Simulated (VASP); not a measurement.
**FeIr2: single point with PBE**

FeIr2:

```xyz
3
Lattice="0.0000 2.8347 2.8347 2.8347 0.0000 2.8347 2.8347 2.8347 0.0000" Properties=species:S:1:pos:R:3 pbc="T T T"
Fe    0.0000    0.0000    0.0000
Ir    1.4174    1.4174    1.4174
Ir    4.2521    4.2521    4.2521
```

```
Program             : VASP 6.6.1
Task                : single point
Functional          : PBE
Potentials or basis : VASP PAW PBE potentials, release 64 (Fe, Ir)
Cutoff              : 520 eV
k mesh              : 14 × 14 × 14
Occupations         : gaussian, width 0.1 eV
Spin                : collinear spin, ferromagnetic start
Starting moments    : [2.19, 0.0, 0.0] μB
```

```json
{
  "Pressure": "-0.2 GPa",
  "Net moment": "2.27 μB per cell",
  "Site moments": "Fe +2.01; Ir +0.09 μB",
  "Valence electrons inside the program's atomic spheres": "Fe 7.47; Ir 8.24"
}
```

Levels at points of the mesh, in eV from the Fermi level:
Spin up:
| k point | band 10 | band 11 | band 12 | band 13 | band 14 | band 15 | band 16 | band 17 | band 18 | band 19 |
| --- | --- | --- | --- | --- | --- | --- | --- | --- | --- | --- |
| (0.00, 0.00, 0.00) | -1.47 | -1.47 | 0.39 | 0.39 | 0.39 | 1.27 | 1.27 | 8.44 | 8.44 | 8.44 |
| (0.50, 0.00, 0.00) | -2.17 | -2.17 | -1.76 | -1.15 | -1.15 | -0.10 | -0.10 | 0.87 | 9.18 | 9.18 |
| (0.50, 0.50, 0.00) | -2.17 | -1.14 | -0.30 | -0.15 | 0.29 | 0.29 | 1.15 | 1.85 | 1.85 | 2.58 |
Spin down:
| k point | band 10 | band 11 | band 12 | band 13 | band 14 | band 15 |
| --- | --- | --- | --- | --- | --- | --- |
| (0.00, 0.00, 0.00) | 0.77 | 0.77 | 0.77 | 0.81 | 0.81 | 1.42 |
| (0.50, 0.00, 0.00) | -2.09 | -2.09 | -1.70 | 0.56 | 0.56 | 1.01 |
| (0.50, 0.50, 0.00) | -0.51 | -0.09 | -0.01 | 1.21 | 1.21 | 1.29 |

It took 4.1 min on 1 thread of Intel(R) Xeon(R) 6975P-C (Granite Rapids), with other jobs on the host, peak memory 0.32 GiB.

Caveat: spin-orbit coupling is left out, which moves the levels of the heavy elements.
